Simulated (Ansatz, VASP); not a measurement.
# One calculation of SnO2, two programs

File INCAR:

```
SYSTEM = SnO2
PREC = Accurate ; ENCUT = 520
EDIFF = 1E-7 ; ISMEAR = -1
SIGMA = 0.01 ; LREAL = .False.
LASPH = .True. ; NELM = 60
ALGO = Normal ; ISIF = 2
LWAVE = .False. ; LCHARG = .False.
GGA = PS ; NBANDS = 35
```

The input KPOINTS:

```
Automatic mesh
0
Gamma
  4 4 4
  0 0 0
```

POSCAR

```
SnO2
1.0
   -2.0000690000      2.0000690000      5.1236790000
    2.0000690000     -2.0000690000      5.1236790000
    2.0000690000      2.0000690000     -5.1236790000
Sn O
2 4
Direct
    0.7500000000      0.2500000000      0.5000000000
    0.0000000000      0.0000000000      0.0000000000
    0.7965230000      0.7965230000      0.0000000000
    0.9534770000      0.4534770000      0.5000000000
    0.2034770000      0.2034770000      0.0000000000
    0.5465230000      0.0465230000      0.5000000000
```

Input for Ansatz:

```yaml
crystal:
  lattice:
    - [-2.000069, 2.000069, 5.123679]
    - [2.000069, -2.000069, 5.123679]
    - [2.000069, 2.000069, -5.123679]
  atoms:
    - { symbol: Sn, position: [0.75, 0.25, 0.5] }
    - { symbol: Sn, position: [0.0, 0.0, 0.0] }
    - { symbol: O, position: [0.796523, 0.796523, 0.0] }
    - { symbol: O, position: [0.953477, 0.45347699999999996, 0.5] }
    - { symbol: O, position: [0.203477, 0.203477, 0.0] }
    - { symbol: O, position: [0.546523, 0.04652300000000002, 0.5] }
kpoints:
  mp_grid:
    grid: [4, 4, 4]
hamiltonian:
  xc: pbesol
scf:
  occupations:
    method: fermi_dirac
    width: 0.01
output:
  forces: true
  stress: true
```

Alike in both runs: task single point; functional PBEsol; k mesh 4 × 4 × 4; occupations fermi-dirac, width 0.01 eV; no spin polarisation.

```csv
,VASP,Ansatz
version,VASP 6.6.1,Ansatz 0.2.0
potentials or method,"VASP PAW PBE potentials, release 64 (Sn_d, O)","plane waves, PAW"
plane-wave cutoff (eV),520,420
valence electrons in the cell,52,52
```

|  | VASP | Ansatz | Ansatz less VASP |
| --- | --- | --- | --- |
| pressure (GPa) | 1.2 | 0.7 | -0.56 |
| traceless stress, the component that is largest in VASP (GPa) | -0.60 | -0.76 | -0.158 |
| rms of the force components (eV/Å) | 0.027 | 0.038 | +0.0114 |

VASP's potentials were made for PBE, not for PBEsol. Atom by atom the forces differ by 0.011 eV/Å (rms over components).

The k mesh is coarse, so the values compare programs but aren't converged.
